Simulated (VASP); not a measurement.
# TiSi (CsCl type) (Pm-3m) in VASP: further runs

The runs below take TiSi (CsCl type) through relaxation of cell and atoms, with PBEsol.

All numbers are computed with VASP 6.6.1; they aren't measurements. Logs are shortened: lines on timing, memory, paths and dates and some standing lists are left out, and cuts for length are marked.

## Step 1: The cell of the first run

Symmetry: Pm-3m, No. 221, cubic system. The conventional cell has a = 2.881 Å, b = 2.881 Å, c = 2.881 Å, α = 90.00°, β = 90.00°, γ = 90.00°. Within 3.3 Å of Ti (site symmetry m-3m) lie 8 Si at 2.49 Å and 6 Ti at 2.88 Å. Within 3.3 Å of Si (site symmetry m-3m) lie 8 Ti at 2.49 Å and 6 Si at 2.88 Å.

## Step 2: Relaxation of cell and atoms, PBEsol, target pressure 40 GPa, at which the enthalpy is minimised

The input, INCAR:

```
PREC = Accurate
ENCUT = 600
EDIFF = 1E-6
ISMEAR = -1
SIGMA = 0.1
LREAL = F
LASPH = T
NELM = 80
ALGO = Normal
ISIF = 3
LWAVE = F
LCHARG = F
GGA = PS
IBRION = 2
NSW = 32
EDIFFG = -0.005
PSTRESS = 400.0
```

The input, KPOINTS:

```
Automatic mesh
0
Gamma
  14 14 14
```

The input, POSCAR:

```
TiSi
1.0
    2.8805468360      0.0000000000      0.0000000000
    0.0000000000      2.8805468360      0.0000000000
    0.0000000000      0.0000000000      2.8805468360
Ti Si
1 1
Direct
    0.0000000000      0.0000000000      0.0000000000
    0.5000000000      0.5000000000      0.5000000000
```

Potentials or basis: VASP PAW PBE potentials, release 64 (Ti_sv, Si).

Launch:

```bash
$ cat potpaw_PBE.64/Ti_sv/POTCAR potpaw_PBE.64/Si/POTCAR > POTCAR
$ mpirun -np 1 vasp_std > vasp.out
```

OUTCAR:

```text
PREC = Accurate
   ENCUT = 600
   EDIFF = 1E-6
   ISMEAR = -1
   LREAL = F
   LASPH = T
   NELM = 80
   ISIF = 3
   GGA = PS
   IBRION = 2
   NSW = 32
   EDIFFG = -0.005
   PSTRESS = 400.0

 ion  position               nearest neighbor table
   1  0.000  0.000  0.000-   2 2.49   2 2.49   2 2.49   2 2.49   2 2.49   2 2.49   2 2.49   2 2.49

   2  0.500  0.500  0.500-   1 2.49   1 2.49   1 2.49   1 2.49   1 2.49   1 2.49   1 2.49   1 2.49

  LATTYP: Found a simple cubic cell.
 ALAT       =     2.8805468360

  Lattice vectors:

 A1 = (   2.8805468360,   0.0000000000,   0.0000000000)
 A2 = (   0.0000000000,   2.8805468360,   0.0000000000)
 A3 = (   0.0000000000,   0.0000000000,   2.8805468360)

Analysis of symmetry for initial positions (statically):
=====================================================================
 Subroutine PRICEL returns:
 Original cell was already a primitive cell.

 Routine SETGRP: Setting up the symmetry group for a
 simple cubic supercell.

 Subroutine GETGRP returns: Found 48 space group operations
 (whereof 48 operations were pure point group operations)
 out of a pool of 48 trial point group operations.

The static configuration has the point symmetry O_h .

Analysis of symmetry for dynamics (positions and initial velocities):
=====================================================================
 Subroutine PRICEL returns:
 Original cell was already a primitive cell.

 Routine SETGRP: Setting up the symmetry group for a
 simple cubic supercell.

 Subroutine GETGRP returns: Found 48 space group operations
 (whereof 48 operations were pure point group operations)
 out of a pool of 48 trial point group operations.

The dynamic configuration has the point symmetry O_h .

 Subroutine INISYM returns: Found 48 space group operations
 (whereof 48 operations are pure point group operations),
 and found     1 'primitive' translations

----------------------------------------------------------------------------------------

                                     Primitive cell

  volume of cell :      23.9015

  direct lattice vectors                    reciprocal lattice vectors
     2.880546836  0.000000000  0.000000000     0.347156306  0.000000000  0.000000000
     0.000000000  2.880546836  0.000000000     0.000000000  0.347156306  0.000000000
     0.000000000  0.000000000  2.880546836     0.000000000  0.000000000  0.347156306

  length of vectors
     2.880546836  2.880546836  2.880546836     0.347156306  0.347156306  0.347156306

  position of ions in fractional coordinates (direct lattice)
     0.000000000  0.000000000  0.000000000
     0.500000000  0.500000000  0.500000000
[... 86 lines left out ...]
   TEBEG  =    0.0;   TEEND  =   0.0 temperature during run
   PSTRESS=  400.0 pullay stress
   NELECT =      16.0000    total number of electrons
   NUPDOWN=      -1.0000    fix difference up-down
   EMIN   =  10.00;   EMAX   =-10.00  energy-range for DOS
   EFERMI =   0.00;   METHOD = LEGACY
   ISMEAR =    -1;   SIGMA  =   0.10  broadening in eV -4-tet -1-fermi 0-gaus
   EFERMI_NEDOS =   21; number of points for ismear=-14 and -15
   IALGO  =     38    algorithm
   IMIX   =      4    mixing-type and parameters
     AMIX     =   0.40;   BMIX     =  1.00
     AMIX_MAG =   1.60;   BMIX_MAG =  1.00
  volume/ion in A,a.u.               =      11.95        80.65
  Fermi-wavevector in a.u.,A,eV,Ry     =   1.432100  2.706276 27.904314  2.050909
  Thomas-Fermi vector in A             =   2.551764
   LORBIT       =      0    0 simple, 1 ext, 2 COOP (PROOUT), +10 PAW based schemes
   GGA     = PS    functional components
   LHFCALC =     F    Hartree Fock is set to
   AEXX    =    0.0000 exact exchange contribution
   IVDW    =     0    specifies the selected vdW correction
   LEPSILON=     F    determine dielectric tensor
   LRPA    =     F    only Hartree local field effects (RPA)
 conjugate gradient relaxation of ions
 non-spin polarized calculation
  energy-cutoff  :      600.00
  volume of cell :       23.90
 maximum number of plane-waves:       840
 NGX is ok and might be reduce to    24
   NGX = 11   NGY = 11   NGZ = 11

 number of electron      16.0000005 magnetization

 Free energy of the ion-electron system (eV)
  ---------------------------------------------------
  ext. energy  EPLUGINS =         0.00000000
  ---------------------------------------------------
  free energy    TOTEN  =       -14.26929733 eV

  energy without entropy =      -14.19081267  energy(sigma->0) =      -14.23005500

 E-fermi :  12.7061     XC(G=0): -12.7988

 val. band max:       12.7046075134   @ k =   0.5000   0.2143   0.2143
 cond. band min:      12.7115193658   @ k =   0.5000   0.2143   0.0714
 fundamental gap:      0.0069118524
 Fermi energy:        12.7061271388

 k-point     1 :       0.0000    0.0000    0.0000
  band No.  band energies     occupation
      1     -43.1843      2.00000
      2     -19.4343      2.00000
      3     -19.4343      2.00000
      4     -19.4343      2.00000
      5       0.0520      2.00000
      6      10.3332      2.00000
      7      10.3332      2.00000
      8      15.3054      0.00000
      9      15.3054      0.00000
     10      15.3054      0.00000
     11      16.0405      0.00000
     12      16.0405      0.00000
[... 331 lines left out ...]
 k-point    24 :       0.3571    0.2143    0.0000
  band No.  band energies     occupation
      1     -43.1171      2.00000
      2     -19.8273      2.00000
      3     -19.5855      2.00000
      4     -19.3758      2.00000
      5       2.9710      2.00000
      6       7.6831      2.00000
      7      10.2840      2.00000
      8      12.3614      1.93831
      9      12.8724      0.31887
     10      14.5237      0.00000
     11      16.5183      0.00000
     12      18.5397      0.00000

 [... further k-points ...]
[... 5 lines left out ...]
  --------------------------------------------------------------------------------------
  -------------------------------------------------------------------------------------
  Total        5.9614975      5.9614975      5.9614975      0.0000000     -0.0000000      0.0000000
  in kB      399.6143971    399.6143971    399.6143971      0.0000000     -0.0000000      0.0000000
  external PRESSURE =      -0.3856029 kB  Pullay stress =     400.0000000 kB

 VOLUME and BASIS-vectors are now :
 -----------------------------------------------------------------------------
  energy-cutoff  :      600.00
  volume of cell :       23.90
      direct lattice vectors                 reciprocal lattice vectors
     2.880546836  0.000000000  0.000000000     0.347156306  0.000000000  0.000000000
     0.000000000  2.880546836  0.000000000     0.000000000  0.347156306  0.000000000
     0.000000000  0.000000000  2.880546836     0.000000000  0.000000000  0.347156306

 POSITION                                       TOTAL-FORCE (eV/Angst)
 -----------------------------------------------------------------------------------
      0.00000      0.00000      0.00000         0.000000      0.000000      0.000000
      1.44027      1.44027      1.44027         0.000000      0.000000      0.000000
 -----------------------------------------------------------------------------------
    total drift:                                0.000000      0.000000      0.000000

  FREE ENERGIE OF THE ION-ELECTRON SYSTEM (eV)
  ---------------------------------------------------
  free  energy   TOTEN  =       -14.2692973287 eV

  energy  without entropy=      -14.1908126688  energy(sigma->0) =      -14.23005500

  enthalpy is  TOTEN    =        -8.3020473456 eV   P V=        5.9672499831

 reached required accuracy - stopping structural energy minimisation
```

OSZICAR:

```text
N       E                     dE             d eps       ncg     rms          rms(c)
DAV:   1     0.116800884356E+03    0.11680E+03   -0.89452E+03  2880   0.169E+03
DAV:   2    -0.829248395755E+01   -0.12509E+03   -0.12088E+03  2908   0.386E+02
DAV:   3    -0.153454272074E+02   -0.70529E+01   -0.64851E+01  4308   0.842E+01
DAV:   4    -0.156199042742E+02   -0.27448E+00   -0.27210E+00  3636   0.144E+01
DAV:   5    -0.156302829604E+02   -0.10379E-01   -0.10374E-01  4148   0.250E+00    0.156E+01
DAV:   6    -0.143307046784E+02    0.12996E+01   -0.82283E+00  3620   0.380E+01    0.508E+00
DAV:   7    -0.142662865471E+02    0.64418E-01   -0.64890E-01  3544   0.104E+01    0.404E+00
DAV:   8    -0.142691464582E+02   -0.28599E-02   -0.98000E-02  3316   0.325E+00    0.917E-01
DAV:   9    -0.142685905255E+02    0.55593E-03   -0.12964E-02  3820   0.122E+00    0.366E-01
DAV:  10    -0.142694850826E+02   -0.89456E-03   -0.39101E-03  3440   0.827E-01    0.451E-01
DAV:  11    -0.142693039782E+02    0.18110E-03   -0.11926E-03  3316   0.481E-01    0.329E-02
DAV:  12    -0.142693006132E+02    0.33651E-05   -0.18141E-05  3572   0.468E-02    0.305E-02
DAV:  13    -0.142692976068E+02    0.30064E-05   -0.88794E-06  3340   0.356E-02    0.722E-03
DAV:  14    -0.142692973287E+02    0.27814E-06   -0.13720E-06  2508   0.165E-02
   1 F= -.83020473E+01 E0= -.82628050E+01  d E =-.830205E+01
```

CONTCAR:

```text
TiSi
   1.00000000000000
     2.8805468360000002    0.0000000000000000    0.0000000000000000
     0.0000000000000000    2.8805468360000002    0.0000000000000000
     0.0000000000000000    0.0000000000000000    2.8805468360000002
  Ti              Si
     1     1
Direct
     0.0000000000000000    0.0000000000000000    0.0000000000000000
     0.5000000000000000    0.5000000000000000    0.5000000000000000

  0.00000000E+00  0.00000000E+00  0.00000000E+00
  0.00000000E+00  0.00000000E+00  0.00000000E+00
```

Wall time 16 s (1 thread of Intel Xeon Platinum 8488C (Sapphire Rapids), shared host); peak memory 0.17 GiB.

What came out:

```
Free energy             : -14.2693 eV
Pressure after relaxing : 40.0 GPa
Band gap on the k mesh  : zero (bands 8 and 9 overlap by 3.11 eV)
```

Final structure:
```yaml
crystal:
  lattice:
    - [2.88055, 0.00000, 0.00000]
    - [0.00000, 2.88055, 0.00000]
    - [0.00000, 0.00000, 2.88055]
  atoms:
    - { symbol: Ti, position: [0.00000, 0.00000, 0.00000] }
    - { symbol: Si, position: [0.50000, 0.50000, 0.50000] }
```

Levels at points of the mesh, in eV from the Fermi level:
```
           k point  band 6  band 7  band 8  band 9  band 10  band 11
(0.00, 0.00, 0.00)   -2.37   -2.37    2.60    2.60     2.60     3.33
(0.50, 0.00, 0.00)   -7.25   -0.85   -0.51   -0.51     3.01     4.35
(0.50, 0.50, 0.00)   -3.76   -3.76   -1.99    0.76     0.76     4.19
(0.50, 0.50, 0.50)   -5.41   -5.41   -2.61    3.58     3.58     3.58
```

Caveat: the relaxation stopped at its first step, so nothing moved; the cell is relaxed towards a set pressure, so the run minimises the enthalpy, not the energy; the PAW data sets were made with another functional, which shifts forces and pressure a little.

## Step 3: Relaxation of cell and atoms, PBEsol, target pressure 40 GPa, at which the enthalpy is minimised

This run uses another cell than the first one, of 12.26 Å³/atom.

The input, INCAR:

```
PREC = Accurate
ENCUT = 600
EDIFF = 1E-7
ISMEAR = -1
SIGMA = 0.1
LREAL = False
LASPH = True
NELM = 100
ALGO = Normal
ISIF = 3
LWAVE = False
LCHARG = False
GGA = PS
IBRION = 2
NSW = 60
EDIFFG = -0.005
PSTRESS = 400.0
```

KPOINTS is that of step 2.

The input, POSCAR:

```
TiSi
1.0
    2.9053560997      0.0000000000      0.0000000000
    0.0000000000      2.9053560997      0.0000000000
    0.0000000000      0.0000000000      2.9053560997
Ti Si
1 1
Direct
    0.0000000000      0.0000000000      0.0000000000
    0.5000000000      0.5000000000      0.5000000000
```

Potentials or basis: VASP PAW PBE potentials, release 64 (Ti_sv, Si).

Launch:

```bash
$ cat potpaw_PBE.64/Ti_sv/POTCAR potpaw_PBE.64/Si/POTCAR > POTCAR
$ mpirun -np 1 vasp_std > vasp.out
```

OUTCAR:

```text
PREC = Accurate
   ENCUT = 600
   EDIFF = 1E-7
   ISMEAR = -1
   LREAL = False
   LASPH = True
   NELM = 100
   ISIF = 3
   GGA = PS
   IBRION = 2
   NSW = 60
   EDIFFG = -0.005
   PSTRESS = 400.0

 ion  position               nearest neighbor table
   1  0.000  0.000  0.000-   2 2.52   2 2.52   2 2.52   2 2.52   2 2.52   2 2.52   2 2.52   2 2.52

   2  0.500  0.500  0.500-   1 2.52   1 2.52   1 2.52   1 2.52   1 2.52   1 2.52   1 2.52   1 2.52

  LATTYP: Found a simple cubic cell.
 ALAT       =     2.9053560997

  Lattice vectors:

 A1 = (   2.9053560997,   0.0000000000,   0.0000000000)
 A2 = (   0.0000000000,   2.9053560997,   0.0000000000)
 A3 = (   0.0000000000,   0.0000000000,   2.9053560997)

Analysis of symmetry for initial positions (statically):
=====================================================================
 Subroutine PRICEL returns:
 Original cell was already a primitive cell.

 Routine SETGRP: Setting up the symmetry group for a
 simple cubic supercell.

 Subroutine GETGRP returns: Found 48 space group operations
 (whereof 48 operations were pure point group operations)
 out of a pool of 48 trial point group operations.

The static configuration has the point symmetry O_h .

Analysis of symmetry for dynamics (positions and initial velocities):
=====================================================================
 Subroutine PRICEL returns:
 Original cell was already a primitive cell.

 Routine SETGRP: Setting up the symmetry group for a
 simple cubic supercell.

 Subroutine GETGRP returns: Found 48 space group operations
 (whereof 48 operations were pure point group operations)
 out of a pool of 48 trial point group operations.

The dynamic configuration has the point symmetry O_h .

 Subroutine INISYM returns: Found 48 space group operations
 (whereof 48 operations are pure point group operations),
 and found     1 'primitive' translations
[... 124 lines left out ...]
   LEPSILON=     F    determine dielectric tensor
   LRPA    =     F    only Hartree local field effects (RPA)
 conjugate gradient relaxation of ions
 non-spin polarized calculation
  energy-cutoff  :      600.00
  volume of cell :       24.52
 maximum number of plane-waves:       840
 NGX is ok and might be reduce to    24
   NGX = 11   NGY = 11   NGZ = 11

--------------------------------------- Ionic step        1  -------------------------------------------

 number of electron      16.0000008 magnetization

 Free energy of the ion-electron system (eV)
  ---------------------------------------------------
  ext. energy  EPLUGINS =         0.00000000
  ---------------------------------------------------
  free energy    TOTEN  =       -14.41137205 eV

  energy without entropy =      -14.33053380  energy(sigma->0) =      -14.37095293

------------------------ aborting loop because EDIFF is reached ----------------------------------------

  FORCE on cell =-STRESS in cart. coord.  units (eV):
  Direction    XX          YY          ZZ          XY          YZ          ZX
  --------------------------------------------------------------------------------------
  -------------------------------------------------------------------------------------
  Total        5.0788585      5.0788585      5.0788585      0.0000000     -0.0000000     -0.0000000
  in kB      331.8016847    331.8016847    331.8016847      0.0000000     -0.0000000     -0.0000000
  external PRESSURE =     -68.1983153 kB  Pullay stress =     400.0000000 kB
[... 101 lines left out ...]
--------------------------------------- Ionic step        4  -------------------------------------------

 number of electron      16.0000005 magnetization

 Free energy of the ion-electron system (eV)
  ---------------------------------------------------
  ext. energy  EPLUGINS =         0.00000000
  ---------------------------------------------------
  free energy    TOTEN  =       -14.26714784 eV

  energy without entropy =      -14.18870132  energy(sigma->0) =      -14.22792458

 E-fermi :  12.7119     XC(G=0): -12.8008

 val. band max:       12.7101386149   @ k =   0.5000   0.2143   0.2143
 cond. band min:      12.7172217647   @ k =   0.5000   0.2143   0.0714
 fundamental gap:      0.0070831498
 Fermi energy:        12.7118906796

 k-point     1 :       0.0000    0.0000    0.0000
  band No.  band energies     occupation
      1     -43.1776      2.00000
      2     -19.4275      2.00000
      3     -19.4275      2.00000
      4     -19.4275      2.00000
      5       0.0556      2.00000
      6      10.3373      2.00000
      7      10.3373      2.00000
      8      15.3122      0.00000
      9      15.3122      0.00000
     10      15.3122      0.00000
     11      16.0481      0.00000
     12      16.0481      0.00000
[... 331 lines left out ...]
 k-point    24 :       0.3571    0.2143    0.0000
  band No.  band energies     occupation
      1     -43.1103      2.00000
      2     -19.8211      2.00000
      3     -19.5789      2.00000
      4     -19.3689      2.00000
      5       2.9755      2.00000
      6       7.6877      2.00000
      7      10.2889      2.00000
      8      12.3667      1.93857
      9      12.8781      0.31903
     10      14.5300      0.00000
     11      16.5258      0.00000
     12      18.5484      0.00000

 [... further k-points ...]
[... 5 lines left out ...]
  --------------------------------------------------------------------------------------
  -------------------------------------------------------------------------------------
  Total        5.9695415      5.9695415      5.9695415      0.0000000     -0.0000000      0.0000000
  in kB      400.3126694    400.3126694    400.3126694      0.0000000     -0.0000000      0.0000000
  external PRESSURE =       0.3126694 kB  Pullay stress =     400.0000000 kB
[... 21 lines left out ...]
  energy  without entropy=      -14.1887013193  energy(sigma->0) =      -14.22792458

  enthalpy is  TOTEN    =        -8.3022688990 eV   P V=        5.9648789425

 reached required accuracy - stopping structural energy minimisation
```

OSZICAR:

```text
N       E                     dE             d eps       ncg     rms          rms(c)
DAV:   1     0.116112713391E+03    0.11611E+03   -0.89551E+03  2880   0.167E+03
DAV:   2    -0.844359360312E+01   -0.12456E+03   -0.12049E+03  2908   0.384E+02
DAV:   3    -0.155378905596E+02   -0.70943E+01   -0.65700E+01  4228   0.847E+01
[... 44 lines left out ...]
DAV:   3    -0.142671454687E+02    0.46343E-05   -0.24048E-05  3784   0.527E-02    0.476E-03
DAV:   4    -0.142671461912E+02   -0.72250E-06   -0.63216E-06  3536   0.187E-02    0.379E-03
DAV:   5    -0.142671475987E+02   -0.14075E-05   -0.19699E-06  4208   0.937E-03    0.905E-04
DAV:   6    -0.142671477580E+02   -0.15934E-06   -0.39930E-07  3068   0.338E-03    0.945E-04
DAV:   7    -0.142671478415E+02   -0.83468E-07   -0.55035E-08  1568   0.219E-03
   4 F= -.83022689E+01 E0= -.82630456E+01  d E =-.136608E-01
```

Run time: 51 s. Hardware: 1 thread of Intel Xeon Platinum 8488C (Sapphire Rapids), shared host; peak memory 0.18 GiB.

What came out:

| Quantity | Value |
| --- | --- |
| Free energy | -14.2671 eV |
| Relaxed volume | 11.95 Å³/atom |
| Relaxed cell | a = 2.880 Å, b = 2.880 Å, c = 2.880 Å, α = 90.00°, β = 90.00°, γ = 90.00° |
| Space group after relaxing (to 0.1 Å) | Pm-3m (No. 221) |
| Energy change on relaxing (the run minimises the enthalpy) | +72.1 meV/atom |
| Ionic steps | 4 |
| Pressure after relaxing | 40.0 GPa |
| Band gap on the k mesh | zero (bands 8 and 9 overlap by 3.12 eV) |

The path:
```csv
step,energy change (eV),largest force (eV/Å),pressure (GPa),volume (Å³)
1,0.0000,0.0000,33.18,24.52
2,0.4905,0.0000,55.05,22.72
3,0.1412,0.0000,39.90,23.90
4,0.1442,0.0000,40.03,23.89
```

Final structure:
```cif
data_structure
_symmetry_space_group_name_H-M 'P 1'
_symmetry_Int_Tables_number 1
_cell_length_a 2.8802
_cell_length_b 2.8802
_cell_length_c 2.8802
_cell_angle_alpha 90.000
_cell_angle_beta 90.000
_cell_angle_gamma 90.000
_cell_volume 23.89
loop_
_atom_site_label
_atom_site_type_symbol
_atom_site_fract_x
_atom_site_fract_y
_atom_site_fract_z
_atom_site_occupancy
Ti1 Ti 0.00000 0.00000 0.00000 1
Si1 Si 0.50000 0.50000 0.50000 1
```

Caveat: the cell is relaxed towards a set pressure, so the run minimises the enthalpy, not the energy; the PAW data sets were made with another functional, which shifts forces and pressure a little.
